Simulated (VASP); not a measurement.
Crystal: GaO.

```
Ga O
1.0
     3.07483    0.00000    0.00000
    -1.53741    2.66288    0.00000
     0.00000    0.00000   13.07726
Ga O
4 4
Direct
  0.33333 0.66667 0.42500
  0.33333 0.66667 0.57500
  0.00000 0.00000 0.07500
  0.00000 0.00000 0.92500
  0.66667 0.33333 0.15000
  0.66667 0.33333 0.85000
  0.00000 0.00000 0.35000
  0.00000 0.00000 0.65000
```

* Program: VASP 6.6.1
* Task: relaxation of cell and atoms
* Functional: PBEsol
* Potentials or basis: VASP PAW PBE potentials, release 64 (Ga_d, O)
* Cutoff: 600 eV
* k mesh: 6 × 6 × 2
* Occupations: gaussian, width 0.1 eV
* Spin: no spin polarisation

At the start: pressure 4.5 GPa; volume 13.38 Å³/atom.

Problem. How do energy, volume and symmetry change on relaxing?

Solution. Over 9 steps the energy falls by 569.1 meV/atom and the volume is 13.71 Å³/atom (+2.5 %); space group P-6m2 (No. 187, to 0.1 Å) before and after.

The path:
```csv
step,energy change (eV),largest force (eV/Å),pressure (GPa),volume (Å³)
1,0.0000,11.2569,4.54,107.08
2,2.5815,4.9045,37.33,111.84
3,-4.4432,0.9217,2.67,109.07
4,-4.5096,0.4600,1.81,108.91
5,-4.5347,0.1248,0.96,108.74
6,-4.5495,0.1198,-0.45,109.85
7,-4.5501,0.1167,-0.75,110.10
8,-4.5527,0.0689,0.18,109.56
9,-4.5532,0.0241,-0.08,109.71
```

Final structure:
```cif
data_structure
_symmetry_space_group_name_H-M 'P 1'
_symmetry_Int_Tables_number 1
_cell_length_a 3.0601
_cell_length_b 3.0601
_cell_length_c 13.5276
_cell_angle_alpha 90.000
_cell_angle_beta 90.000
_cell_angle_gamma 120.000
_cell_volume 109.71
loop_
_atom_site_label
_atom_site_type_symbol
_atom_site_fract_x
_atom_site_fract_y
_atom_site_fract_z
_atom_site_occupancy
Ga1 Ga 0.33333 0.66667 0.40852 1
Ga2 Ga 0.33333 0.66667 0.59148 1
Ga3 Ga 0.00000 0.00000 0.09151 1
Ga4 Ga 0.00000 0.00000 0.90849 1
O1 O 0.66667 0.33333 0.14543 1
O2 O 0.66667 0.33333 0.85457 1
O3 O 0.00000 0.00000 0.35452 1
O4 O 0.00000 0.00000 0.64548 1
```

Caveat: the PAW data sets were made with another functional, which shifts forces and pressure a little; the relaxation stopped at a loose force limit of 0.05 eV/Å, so its end isn't a converged minimum.
